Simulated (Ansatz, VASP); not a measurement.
# Si2Mo in VASP and in Ansatz

The input INCAR:

```
SYSTEM = Si2Mo
ALGO = Normal ; EDIFF = 1E-6
ENCUT = 520 ; GGA = PE
ISIF = 2 ; ISMEAR = 0
LASPH = .TRUE. ; LCHARG = .FALSE.
LREAL = .FALSE. ; LWAVE = .FALSE.
NBANDS = 31 ; NELM = 60
PREC = Accurate ; SIGMA = 0.1
```

File KPOINTS:

```
k-points
0
G
  6 6 4
  0 0 0
```

POSCAR

```
Si2Mo
1.0
    1.6642387664     -4.3575187801      0.0000000000
    1.6642387664      4.3575187801      0.0000000000
    0.0000000000      0.0000000000      6.1452318145
Si Mo
4 2
Direct
    0.4045521431      0.5954478569      0.9787695605
    0.5954478569      0.4045521431      0.4787695605
    0.1947014129      0.8052985871      0.2072404189
    0.8052985871      0.1947014129      0.7072404189
    0.9142564988      0.0857435012      0.3138806809
    0.0857435012      0.9142564988      0.8138806809
```

Input for Ansatz:

```yaml
crystal:
  lattice:
    - [1.6642387664, -4.3575187801, 0.0]
    - [1.6642387664, 4.3575187801, 0.0]
    - [0.0, 0.0, 6.1452318145]
  atoms:
    - { symbol: Si, position: [0.4045521431, 0.5954478569, 0.9787695605] }
    - { symbol: Si, position: [0.5954478569, 0.4045521431, 0.4787695605] }
    - { symbol: Si, position: [0.1947014129, 0.8052985871, 0.2072404189] }
    - { symbol: Si, position: [0.8052985871, 0.1947014129, 0.7072404189] }
    - { symbol: Mo, position: [0.9142564988, 0.0857435012, 0.3138806809] }
    - { symbol: Mo, position: [0.0857435012, 0.9142564988, 0.8138806809] }
basis:
  ecutwfc: 420
kpoints:
  mp_grid: { grid: [6, 6, 4] }
hamiltonian:
  xc: pbe
scf:
  occupations: { method: gaussian, width: 0.1 }
  lower_state_search: "off"
output:
  forces: true
  stress: true
  eigenvalues: true
```

Change from the starting cell: the structure that the rattled cell fell into.

Alike in both runs: task single point; functional PBE; k mesh 6 × 6 × 4; occupations gaussian, width 0.1 eV; no spin polarisation.

|  | VASP | Ansatz |
| --- | --- | --- |
| version | VASP 6.6.1 | Ansatz 0.2.0 |
| potentials or method | VASP PAW PBE potentials, release 64 (Si, Mo_sv), cutoff 520 eV | scalar-relativistic, plane waves, PAW |
| valence electrons in the cell | 44 | 44 |

Ansatz gave:

* gap on the k mesh at the Fermi level (eV): none
* pressure (GPa): 0.1
* traceless stress, the component that is largest in VASP (GPa): 0.13
* rms of the force components (eV/Å): 0.025

Estimate VASP's values.

gap on the k mesh at the Fermi level (eV): none; pressure (GPa): 0.2; traceless stress, the component that is largest in VASP (GPa): 0.14; rms of the force components (eV/Å): 0.028.

Atom by atom the forces differ by 0.007 eV/Å (rms over components). A gap of «none» marks a metal or a gap that the smearing closes. With one functional, cell and mesh, what is left measures potentials, basis and numerics.
